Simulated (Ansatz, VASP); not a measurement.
# InSe: VASP beside Ansatz

```
CELL_PARAMETERS angstrom
3.76246 0.00000 0.00000
-1.88123 3.25838 0.00000
0.00000 0.00000 17.66689
ATOMIC_POSITIONS crystal
In 0.33333 0.66667 0.17323
In 0.66667 0.33333 0.67323
In 0.33333 0.66667 0.32677
In 0.66667 0.33333 0.82677
Se 0.33333 0.66667 0.60417
Se 0.66667 0.33333 0.10417
Se 0.33333 0.66667 0.89583
Se 0.66667 0.33333 0.39583
```

Change from the starting cell: strain -0.080 along x and y, -0.040 along z, atoms carried along.

Alike in both runs: task single point; functional PBE; k mesh 12 × 12 × 2; occupations gaussian, width 0.05 eV; no spin polarisation.

|  | VASP | Ansatz |
| --- | --- | --- |
| version | VASP 6.6.1 | Ansatz 0.2.0 |
| potentials or method | VASP PAW PBE potentials, release 64 (In_d, Se), cutoff 520 eV | scalar-relativistic, plane waves, PAW |
| valence electrons in the cell | 76 | 116 |

|  | VASP | Ansatz | Ansatz less VASP |
| --- | --- | --- | --- |
| gap on the k mesh at the Fermi level (eV) | 1.66 | 1.67 | +0.011 |
| least direct gap on the mesh (eV) | 1.66 | 1.67 | +0.011 |
| pressure (GPa) | 14.0 | 13.9 | -0.10 |
| traceless stress, the component that is largest in VASP (GPa) | -3.49 | -3.48 | +0.012 |
| rms of the force components (eV/Å) | 1.047 | 1.034 | -0.0132 |

Atom by atom the forces differ by 0.013 eV/Å (rms over components). The functional is the same, so the differences come from potentials, cutoffs and numerics. VASP's potentials hold 76 valence electrons a cell and Ansatz's 116, so a difference there can come from the potentials and not from the codes.
